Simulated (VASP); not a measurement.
# HfZrS3 (Pm-3m) in VASP: further runs, part 2 of 2

VASP 6.6.1. Earlier steps stand in the parts before.

## 3. Single point, PBE, collinear spin

This run uses another cell than the first one, of 22.96 Å³/atom.

INCAR

```
SYSTEM = HfZrS3
ALGO = Normal ; EDIFF = 1E-6
ENCUT = 520 ; GGA = PE
ISIF = 2 ; ISMEAR = 0
ISPIN = 2 ; LASPH = .True.
LCHARG = .False. ; LMAXMIX = 4
LORBIT = 11 ; LREAL = .False.
LWAVE = .False. ; MAGMOM = 1.52 0 0 0 0
NBANDS = 32 ; NELM = 150
PREC = Accurate ; SIGMA = 0.1
```

KPOINTS

```
k-points
0
Gamma
  8 8 8
  0 0 0
```

POSCAR

```
HfZrS3
1.0
    4.8599609592      0.0000000000      0.0000000000
    0.0000000000      4.8599609592      0.0000000000
    0.0000000000      0.0000000000      4.8599609592
Zr Hf S
1 1 3
Direct
    0.5000000000      0.5000000000      0.5000000000
    0.0000000000      0.0000000000      0.0000000000
    0.5000000000      0.0000000000      0.0000000000
    0.0000000000      0.5000000000      0.0000000000
    0.0000000000      0.0000000000      0.5000000000
```

Potentials or basis: VASP PAW PBE potentials, release 64 (Zr_sv, Hf_pv, S).

On the command line:

```console
> cat potpaw_PBE.64/Zr_sv/POTCAR potpaw_PBE.64/Hf_pv/POTCAR potpaw_PBE.64/S/POTCAR > POTCAR
> mpirun -np 1 vasp_std > vasp.out
```

OUTCAR:

```text
SYSTEM = HfZrS3
   EDIFF = 1E-6
   ENCUT = 520
   GGA = PE
   ISIF = 2
   ISMEAR = 0
   ISPIN = 2
   LASPH = .True.
   LORBIT = 11
   LREAL = .False.
   NELM = 150
   PREC = Accurate

 ion  position               nearest neighbor table
   1  0.500  0.500  0.500-
   2  0.000  0.000  0.000-   3 2.43   4 2.43   5 2.43   5 2.43   4 2.43   3 2.43
   3  0.500  0.000  0.000-   2 2.43   2 2.43
   4  0.000  0.500  0.000-   2 2.43   2 2.43
   5  0.000  0.000  0.500-   2 2.43   2 2.43

  LATTYP: Found a simple cubic cell.
 ALAT       =     4.8599609592

  Lattice vectors:

 A1 = (   4.8599609592,   0.0000000000,   0.0000000000)
 A2 = (   0.0000000000,   4.8599609592,   0.0000000000)
 A3 = (   0.0000000000,   0.0000000000,   4.8599609592)

Analysis of symmetry for initial positions (statically):
=====================================================================
 Subroutine PRICEL returns:
 Original cell was already a primitive cell.

 Routine SETGRP: Setting up the symmetry group for a
[... 1887 lines left out ...]
  --------------------------------------------------------------------------------------
  -------------------------------------------------------------------------------------
  Total       -0.2347344     -0.2347344     -0.2347344     -0.0000000     -0.0000000     -0.0000000
  in kB       -3.2763399     -3.2763399     -3.2763399     -0.0000000     -0.0000000     -0.0000000
  external PRESSURE =      -3.2763399 kB  Pullay stress =       0.0000000 kB

 VOLUME and BASIS-vectors are now :
 -----------------------------------------------------------------------------
  energy-cutoff  :      520.00
  volume of cell :      114.79
      direct lattice vectors                 reciprocal lattice vectors
     4.859960959  0.000000000  0.000000000     0.205762970  0.000000000  0.000000000
     0.000000000  4.859960959  0.000000000     0.000000000  0.205762970  0.000000000
     0.000000000  0.000000000  4.859960959     0.000000000  0.000000000  0.205762970

 POSITION                                       TOTAL-FORCE (eV/Angst)
 -----------------------------------------------------------------------------------
      2.42998      2.42998      2.42998         0.000000      0.000000      0.000000
      0.00000      0.00000      0.00000         0.000000      0.000000      0.000000
      2.42998      0.00000      0.00000         0.000000      0.000000      0.000000
      0.00000      2.42998      0.00000         0.000000      0.000000      0.000000
      0.00000      0.00000      2.42998         0.000000      0.000000      0.000000
 -----------------------------------------------------------------------------------
    total drift:                                0.000000      0.000000      0.000000

  FREE ENERGIE OF THE ION-ELECTRON SYSTEM (eV)
  ---------------------------------------------------
  free  energy   TOTEN  =       -33.8843115466 eV

  energy  without entropy=      -33.8658593705  energy(sigma->0) =      -33.87508546

 total charge

# of ion       s       p       d       tot
------------------------------------------
    1        2.059   5.895   1.555   9.510
    2        0.328   6.605   1.632   8.566
    3        1.340   2.433   0.000   3.773
    4        1.340   2.433   0.000   3.773
    5        1.340   2.433   0.000   3.773
--------------------------------------------------
tot          6.407  19.801   3.187  29.396

 magnetization (x)

# of ion       s       p       d       tot
------------------------------------------
    1        0.022   0.007   1.211   1.240
    2        0.002   0.002   0.034   0.039
    3        0.002  -0.047   0.000  -0.045
    4        0.002  -0.047   0.000  -0.045
    5        0.002  -0.047   0.000  -0.045
--------------------------------------------------
tot          0.030  -0.132   1.245   1.143
```

OSZICAR:

```text
N       E                     dE             d eps       ncg     rms          rms(c)
DAV:   1     0.250885037460E+03    0.25089E+03   -0.19085E+04  4480   0.112E+03
DAV:   2    -0.199554181992E+02   -0.27084E+03   -0.26108E+03  5664   0.288E+02
DAV:   3    -0.381046241441E+02   -0.18149E+02   -0.17852E+02  6912   0.610E+01
DAV:   4    -0.387975641751E+02   -0.69294E+00   -0.68703E+00  6352   0.102E+01
DAV:   5    -0.388301232164E+02   -0.32559E-01   -0.32556E-01  6520   0.121E+00    0.602E+01
DAV:   6    -0.343712542993E+02    0.44589E+01   -0.23558E+01  4760   0.116E+01    0.373E+01
DAV:   7    -0.341067004055E+02    0.26455E+00   -0.70382E+00  4888   0.101E+01    0.238E+01
DAV:   8    -0.339598118541E+02    0.14689E+00   -0.36866E+00  4920   0.477E+00    0.342E+00
DAV:   9    -0.338725635657E+02    0.87248E-01   -0.71055E-01  5192   0.269E+00    0.140E+00
DAV:  10    -0.338827055095E+02   -0.10142E-01   -0.29256E-02  5504   0.827E-01    0.845E-01
DAV:  11    -0.338834415419E+02   -0.73603E-03   -0.92997E-03  5256   0.418E-01    0.280E-01
DAV:  12    -0.338842345687E+02   -0.79303E-03   -0.18962E-03  5312   0.202E-01    0.805E-02
DAV:  13    -0.338842911386E+02   -0.56570E-04   -0.23053E-04  5600   0.669E-02    0.576E-02
DAV:  14    -0.338843052320E+02   -0.14093E-04   -0.29013E-05  5352   0.270E-02    0.365E-02
DAV:  15    -0.338843114672E+02   -0.62352E-05   -0.98921E-06  5328   0.144E-02    0.168E-02
DAV:  16    -0.338843115466E+02   -0.79322E-07   -0.23865E-06  4440   0.585E-03
   1 F= -.33884312E+02 E0= -.33875085E+02  d E =-.184522E-01  mag=     1.7044
```

Wall time 4.2 min (1 thread of Intel Xeon 8259CL, shared host); peak memory 0.38 GiB.

Results:

- Free energy: -33.8843 eV
- Pressure: -0.3 GPa
- Net moment: 1.71 μB per cell
- Site moments: Zr +1.24; Hf +0.04; S -0.04 μB
- Valence electrons inside the program's atomic spheres: Zr 9.51; Hf 8.57; S 3.77

Caveat: spin-orbit coupling is left out, which moves the levels of the heavy elements.

## 4. Relaxation of cell and atoms, PBE, collinear spin

INCAR

```
PREC = Accurate
ENCUT = 600
EDIFF = 1E-7
ISMEAR = 0
SIGMA = 0.1
LREAL = False
LASPH = True
NELM = 150
ALGO = Normal
ISIF = 3
LWAVE = False
LCHARG = False
ISPIN = 2
MAGMOM = 1.52 0 0 0 0
LORBIT = 11
LMAXMIX = 4
GGA = PE
IBRION = 2
NSW = 100
EDIFFG = -0.01
```

KPOINTS

```
regular mesh
0
Gamma
  8 8 8
```

Edit POSCAR of step 3 so:

```diff
@@ -2,5 +2,5 @@
 1.0
-    4.8599609592      0.0000000000      0.0000000000
-    0.0000000000      4.8599609592      0.0000000000
-    0.0000000000      0.0000000000      4.8599609592
+    4.8325831002      0.0000000000      0.0000000000
+    0.0000000000      4.8325831002      0.0000000000
+    0.0000000000      0.0000000000      4.8325831002
 Zr Hf S
```

On the command line:

```console
> cat potpaw_PBE.64/Zr_sv/POTCAR potpaw_PBE.64/Hf_pv/POTCAR potpaw_PBE.64/S/POTCAR > POTCAR
> mpirun -np 1 vasp_std > vasp.out
```

Run time: 19 min. Hardware: 1 thread of Oxide Virtual Turin-like, shared host; peak memory 0.39 GiB.

The run converged. Its results:

```
Free energy                                           : -33.8850 eV
Relaxed volume                                        : 22.87 Å³/atom
Relaxed cell                                          : a = 4.854 Å, b = 4.854 Å, c = 4.854 Å, α = 90.00°, β = 90.00°, γ = 90.00°
Space group after relaxing (to 0.1 Å)                 : Pm-3m (No. 221)
Energy gained by relaxing                             : 1.0 meV/atom
Ionic steps                                           : 3
Pressure after relaxing                               : 0.0 GPa
Net moment                                            : 1.70 μB per cell
Site moments                                          : Zr +1.24; Hf +0.04; S -0.04 μB
Valence electrons inside the program's atomic spheres : Zr 9.51; Hf 8.58; S 3.77
```

The path:
```csv
step,energy change (eV),largest force (eV/Å),pressure (GPa),volume (Å³)
1,0.0000,0.0000,1.12,112.86
2,-0.0026,0.0000,-0.76,115.45
3,-0.0052,0.0000,0.00,114.36
```

Final structure:
```yaml
crystal:
  lattice:
    - [4.85394, 0.00000, 0.00000]
    - [0.00000, 4.85394, 0.00000]
    - [0.00000, 0.00000, 4.85394]
  atoms:
    - { symbol: Zr, position: [0.50000, 0.50000, 0.50000] }
    - { symbol: Hf, position: [0.00000, 0.00000, 0.00000] }
    - { symbol: S, position: [0.50000, 0.00000, 0.00000] }
    - { symbol: S, position: [0.00000, 0.50000, 0.00000] }
    - { symbol: S, position: [0.00000, 0.00000, 0.50000] }
```

Levels at points of the mesh, in eV from the Fermi level:
Spin up:
```csv
k point,band 19,band 20,band 21,band 22,band 23,band 24
"(0.00, 0.00, 0.00)",-1.61,-0.97,-0.97,-0.97,-0.95,-0.94
"(0.50, 0.00, 0.00)",-2.02,-0.22,-0.20,-0.14,0.64,1.12
"(0.50, 0.50, 0.00)",-1.47,-0.31,0.12,0.60,0.90,0.90
"(0.50, 0.50, 0.50)",-1.05,-0.28,-0.05,-0.05,-0.05,-0.05
```
Spin down:
```csv
k point,band 16,band 17,band 18,band 19,band 20,band 21,band 22,band 23
"(0.00, 0.00, 0.00)",-2.47,-1.63,-1.63,-1.63,-0.62,-0.62,-0.62,0.40
"(0.50, 0.00, 0.00)",-3.98,-3.32,-1.99,-1.99,-0.10,0.67,1.30,1.87
"(0.50, 0.50, 0.00)",-3.37,-3.37,-3.27,-1.31,1.00,1.12,1.70,1.70
"(0.50, 0.50, 0.50)",-5.09,-1.12,-1.12,-1.12,0.53,0.80,0.80,0.80
```

Caveat: the highest band is partly filled, so the run has too few bands; spin-orbit coupling is left out, which moves the levels of the heavy elements.

## 5. Summary

```csv
task,cell,k mesh,cutoff (eV),gap on the mesh (eV),pressure (GPa),moment (μB)
single point,"a = 4.833 Å, 5 atoms",4 × 4 × 4,520,none,1.0,1.65
single point,"a = 4.860 Å, 5 atoms",8 × 8 × 8,520,none,-0.3,1.71
relaxation of cell and atoms,"relaxed from a = 4.833 Å, 5 atoms",8 × 8 × 8,600,-,0.0,1.70
```

Alike in all rows: level PBE; potentials or basis VASP PAW PBE potentials, release 64 (Zr_sv, Hf_pv, S); spin collinear; smearing gaussian 0.1 eV.

Caveats: spin-orbit coupling is left out, which moves the levels of the heavy elements; the highest band is partly filled, so the run has too few bands (at least some runs).

Total energies depend on the potentials used, so only differences within one code and one set of settings carry meaning.
